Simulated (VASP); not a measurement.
# Tl (Fm-3m) in VASP: a series of runs

The runs below take Tl through single point, with revPBE.

Everything below comes from runs of VASP 6.6.1. Logs are shortened: lines on timing, memory, paths and dates and some standing lists are left out, and cuts for length are marked.

### 1 The cell of the first run

Symmetry: Fm-3m, No. 225, cubic system. Conventional cell: a = 5.085 Å, b = 5.085 Å, c = 5.085 Å, α = 90.00°, β = 90.00°, γ = 90.00°. Within 4.7 Å of Tl (site symmetry m-3m) lie 12 Tl at 3.60 Å.

### 2 Single point, revPBE

Contents of INCAR:

```
SYSTEM = Tl
PREC     = Accurate       ! precision mode
ENCUT    = 520            ! plane-wave cutoff, eV
EDIFF    = 1E-6           ! SCF threshold, eV
ISMEAR   = -1             ! smearing method
SIGMA    = 0.1            ! smearing width, eV
LREAL    = .False.        ! projectors in reciprocal space
LASPH    = .True.         ! aspherical terms in the spheres
NELM     = 60             ! most SCF steps
ALGO     = Normal         ! electronic algorithm
ISIF     = 2              ! what is computed and relaxed
LWAVE    = .False.        ! write WAVECAR
LCHARG   = .True.         ! write CHGCAR
GGA      = RE             ! functional
LELF     = .True.         ! ELF
LVHAR    = .True.       
NBANDS   = 12             ! bands
```

Contents of KPOINTS:

```
Automatic mesh
0
Gamma
  11 11 11
  0 0 0
```

Contents of POSCAR:

```
Tl
1.0
    0.0000000000      2.5426132128      2.5426132128
    2.5426132128      0.0000000000      2.5426132128
    2.5426132128      2.5426132128      0.0000000000
Tl
1
Direct
    0.0000000000      0.0000000000      0.0000000000
```

Potentials or basis: VASP PAW PBE potentials, release 64 (Tl_d).

Launch:

```bash
$ cat potpaw_PBE.64/Tl_d/POTCAR > POTCAR
$ mpirun -np 1 vasp_std > vasp.out
```

OUTCAR:

```text
SYSTEM = Tl
   PREC = Accurate
   ENCUT = 520
   EDIFF = 1E-6
   ISMEAR = -1
   LREAL = .False.
   LASPH = .True.
   NELM = 60
   ISIF = 2
   GGA = RE

 ion  position               nearest neighbor table
   1  0.000  0.000  0.000-

  LATTYP: Found a face centered cubic cell.
 ALAT       =     5.0852264256

  Lattice vectors:

 A1 = (   0.0000000000,   2.5426132128,   2.5426132128)
 A2 = (   2.5426132128,   0.0000000000,   2.5426132128)
 A3 = (   2.5426132128,   2.5426132128,   0.0000000000)

Analysis of symmetry for initial positions (statically):
=====================================================================
 Subroutine PRICEL returns:
 Original cell was already a primitive cell.

 Routine SETGRP: Setting up the symmetry group for a
 face centered cubic supercell.

 Subroutine GETGRP returns: Found 48 space group operations
 (whereof 48 operations were pure point group operations)
 out of a pool of 48 trial point group operations.

The static configuration has the point symmetry O_h .

Analysis of symmetry for dynamics (positions and initial velocities):
=====================================================================
 Subroutine PRICEL returns:
 Original cell was already a primitive cell.

 Routine SETGRP: Setting up the symmetry group for a
 face centered cubic supercell.

 Subroutine GETGRP returns: Found 48 space group operations
 (whereof 48 operations were pure point group operations)
 out of a pool of 48 trial point group operations.

The dynamic configuration has the point symmetry O_h .

 Subroutine INISYM returns: Found 48 space group operations
 (whereof 48 operations are pure point group operations),
 and found     1 'primitive' translations

----------------------------------------------------------------------------------------

                                     Primitive cell

  volume of cell :      32.8754

  direct lattice vectors                    reciprocal lattice vectors
     0.000000000  2.542613213  2.542613213    -0.196648077  0.196648077  0.196648077
     2.542613213  0.000000000  2.542613213     0.196648077 -0.196648077  0.196648077
     2.542613213  2.542613213  0.000000000     0.196648077  0.196648077 -0.196648077

  length of vectors
     3.595798089  3.595798089  3.595798089     0.340604461  0.340604461  0.340604461

  position of ions in fractional coordinates (direct lattice)
     0.000000000  0.000000000  0.000000000

  ion indices of the primitive-cell ions
   primitive index   ion index
                 1           1

----------------------------------------------------------------------------------------

 KPOINTS: Automatic mesh

Automatic generation of k-mesh.
 Grid dimensions read from file:
 generate k-points for:   11   11   11

 Generating k-lattice:

  Cartesian coordinates                     Fractional coordinates (reciprocal lattice)
    -0.017877098  0.017877098  0.017877098     0.090909091  0.000000000  0.000000000
     0.017877098 -0.017877098  0.017877098     0.000000000  0.090909091  0.000000000
     0.017877098  0.017877098 -0.017877098     0.000000000  0.000000000  0.090909091

  Length of vectors
     0.030964042  0.030964042  0.030964042

  Shift w.r.t. Gamma in fractional coordinates (k-lattice)
     0.000000000  0.000000000  0.000000000

 Subroutine IBZKPT returns following result:
 ===========================================

 Found     56 irreducible k-points:

 Following reciprocal coordinates:
            Coordinates               Weight
  0.000000  0.000000  0.000000      1.000000
  0.090909  0.000000  0.000000      8.000000
  0.181818  0.000000  0.000000      8.000000
  0.272727  0.000000  0.000000      8.000000
  0.363636  0.000000  0.000000      8.000000
  0.454545  0.000000  0.000000      8.000000
[... 16 lines left out ...]
 -0.272727  0.181818  0.000000     24.000000
 -0.181818  0.181818  0.000000     12.000000
 [... further k-points ...]
   k-points           NKPTS =     56   k-points in BZ     NKDIM =     56   number of bands    NBANDS=     12
   number of dos      NEDOS =    301   number of ions     NIONS =      1
   total plane-waves  NPLWV =  21952
   dimension x,y,z NGX =    28 NGY =   28 NGZ =   28
   dimension x,y,z NGXF=    56 NGYF=   56 NGZF=   56
   ions per type =               1
   NGX,Y,Z   is equivalent  to a cutoff of  12.95, 12.95, 12.95 a.u.
   NGXF,Y,Z  is equivalent  to a cutoff of  25.89, 25.89, 25.89 a.u.
 SYSTEM =  Tl
   PREC   = accura    normal or accurate (medium, high low for compatibility)
   ISTART =      0    job   : 0-new  1-cont  2-samecut
   ICHARG =      2    charge: 1-file 2-atom 10-const
   ISPIN  =      1    spin polarized calculation?
   LNONCOLLINEAR =      F non collinear calculations
   LSORBIT =      F    spin-orbit coupling
   LASPH  =      T    aspherical Exc in radial PAW
   ENCUT  =  520.0 eV  38.22 Ry    6.18 a.u.   6.69  6.69  6.69*2*pi/ulx,y,z
   NELM   =     60;   NELMIN=  2; NELMDL= -5     # of ELM steps
   EDIFF  = 0.1E-05   stopping-criterion for ELM
   LREAL  =      F    real-space projection
   EDIFFG = 0.1E-04   stopping-criterion for IOM
   NSW    =      0    number of steps for IOM
   IBRION =     -1    ionic relax: 0-MD 1-quasi-New 2-CG
   NFREE  =      0    steps in history (QN), initial steepest desc. (CG)
   ISIF   =      2    stress and relaxation
   ISYM   =      2    0-nonsym 1-usesym 2-fastsym
   POTIM  = 0.5000    time-step for ionic-motion
   TEBEG  =    0.0;   TEEND  =   0.0 temperature during run
   PSTRESS=    0.0 pullay stress
   NELECT =      13.0000    total number of electrons
   NUPDOWN=      -1.0000    fix difference up-down
   EMIN   =  10.00;   EMAX   =-10.00  energy-range for DOS
   EFERMI =   0.00;   METHOD = LEGACY
   ISMEAR =    -1;   SIGMA  =   0.10  broadening in eV -4-tet -1-fermi 0-gaus
   EFERMI_NEDOS =   21; number of points for ismear=-14 and -15
   IALGO  =     38    algorithm
   IMIX   =      4    mixing-type and parameters
     AMIX     =   0.40;   BMIX     =  1.00
     AMIX_MAG =   1.60;   BMIX_MAG =  1.00
  volume/ion in A,a.u.               =      32.88       221.85
  Fermi-wavevector in a.u.,A,eV,Ry     =   1.201616  2.270725 19.645189  1.443881
  Thomas-Fermi vector in A             =   2.337420
   LORBIT       =      0    0 simple, 1 ext, 2 COOP (PROOUT), +10 PAW based schemes
   GGA     = RE    functional components
   LHFCALC =     F    Hartree Fock is set to
   AEXX    =    0.0000 exact exchange contribution
   IVDW    =     0    specifies the selected vdW correction
   LEPSILON=     F    determine dielectric tensor
   LRPA    =     F    only Hartree local field effects (RPA)
 non-spin polarized calculation
  energy-cutoff  :      520.00
  volume of cell :       32.88
 maximum number of plane-waves:       905
   NGX = 13   NGY = 13   NGZ = 13

 number of electron      12.9999999 magnetization

 Free energy of the ion-electron system (eV)
  ---------------------------------------------------
  ext. energy  EPLUGINS =         0.00000000
  ---------------------------------------------------
  free energy    TOTEN  =        -1.89025390 eV

  energy without entropy =       -1.86562025  energy(sigma->0) =       -1.87793707

 E-fermi :   5.3181     XC(G=0):  -9.4141

 val. band max:        5.2637185618   @ k =  -0.4545   0.3636   0.0909
 cond. band min:       5.3613285165   @ k =   0.4545   0.3636   0.0000
 fundamental gap:      0.0976099547
 Fermi energy:         5.3180547214

 k-point     1 :       0.0000    0.0000    0.0000
  band No.  band energies     occupation
      1      -6.1871      2.00000
      2      -6.1871      2.00000
      3      -6.1871      2.00000
      4      -5.9976      2.00000
      5      -5.9976      2.00000
      6      -3.8373      2.00000
      7      14.4475      0.00000
      8      14.4475      0.00000
      9      14.4475      0.00000
     10      16.0269      0.00000
     11      17.9237      0.00000
     12      19.1453      0.00000

 k-point     2 :       0.0909    0.0000    0.0000
  band No.  band energies     occupation
      1      -6.1903      2.00000
      2      -6.1719      2.00000
      3      -6.1719      2.00000
      4      -5.9991      2.00000
      5      -5.9991      2.00000
      6      -3.6819      2.00000
      7      12.7234      0.00000
      8      14.2651      0.00000
      9      14.2651      0.00000
     10      15.8327      0.00000
     11      18.5835      0.00000
     12      19.4792      0.00000

 k-point     3 :       0.1818    0.0000    0.0000
  band No.  band energies     occupation
      1      -6.2053      2.00000
      2      -6.1451      2.00000
      3      -6.1451      2.00000
      4      -5.9886      2.00000
      5      -5.9886      2.00000
      6      -3.2089      2.00000
      7       9.9813      0.00000
      8      13.8320      0.00000
      9      13.8320      0.00000
     10      15.6223      0.00000
     11      18.6409      0.00000
     12      19.4854      0.00000
[... 286 lines left out ...]
 k-point    23 :      -0.2727    0.1818    0.0000
  band No.  band energies     occupation
      1      -6.1962      2.00000
      2      -6.1694      2.00000
      3      -6.0730      2.00000
      4      -5.9685      2.00000
      5      -5.9106      2.00000
      6      -1.2116      2.00000
      7       6.1749      0.00038
      8       8.8795      0.00000
      9      12.9865      0.00000
     10      15.1762      0.00000
     11      18.2092      0.00000
     12      19.0982      0.00000

 k-point    24 :      -0.1818    0.1818    0.0000
  band No.  band energies     occupation
      1      -6.1962      2.00000
      2      -6.1530      2.00000
      3      -6.0601      2.00000
      4      -6.0445      2.00000
      5      -5.9229      2.00000
      6      -2.1618      2.00000
      7       8.0609      0.00000
      8       9.6099      0.00000
      9      13.9380      0.00000
     10      16.1119      0.00000
     11      17.5611      0.00000
     12      18.7867      0.00000

 [... further k-points ...]
[... 5 lines left out ...]
  --------------------------------------------------------------------------------------
  -------------------------------------------------------------------------------------
  Total       -0.0163391     -0.0163391     -0.0163391     -0.0000000     -0.0000000      0.0000000
  in kB       -0.7962843     -0.7962843     -0.7962843     -0.0000000     -0.0000000      0.0000000
  external PRESSURE =      -0.7962843 kB  Pullay stress =       0.0000000 kB

 VOLUME and BASIS-vectors are now :
 -----------------------------------------------------------------------------
  energy-cutoff  :      520.00
  volume of cell :       32.88
      direct lattice vectors                 reciprocal lattice vectors
     0.000000000  2.542613213  2.542613213    -0.196648077  0.196648077  0.196648077
     2.542613213  0.000000000  2.542613213     0.196648077 -0.196648077  0.196648077
     2.542613213  2.542613213  0.000000000     0.196648077  0.196648077 -0.196648077

 POSITION                                       TOTAL-FORCE (eV/Angst)
 -----------------------------------------------------------------------------------
      0.00000      0.00000      0.00000        -0.000000     -0.000000      0.000000
 -----------------------------------------------------------------------------------
    total drift:                               -0.000000     -0.000000     -0.000000

  FREE ENERGIE OF THE ION-ELECTRON SYSTEM (eV)
  ---------------------------------------------------
  free  energy   TOTEN  =        -1.8902539005 eV

  energy  without entropy=       -1.8656202469  energy(sigma->0) =       -1.87793707
```

It took 11 s on 1 thread of Intel Xeon Platinum 8488C (Sapphire Rapids), shared host; peak memory 0.16 GiB.

Results:

- Free energy: -1.8903 eV
- Pressure: -0.1 GPa

Caveat: the PAW data sets were made with another functional, which shifts forces and pressure a little; spin-orbit coupling is left out, which moves the levels of the heavy elements.

[end of part 1 of 2]
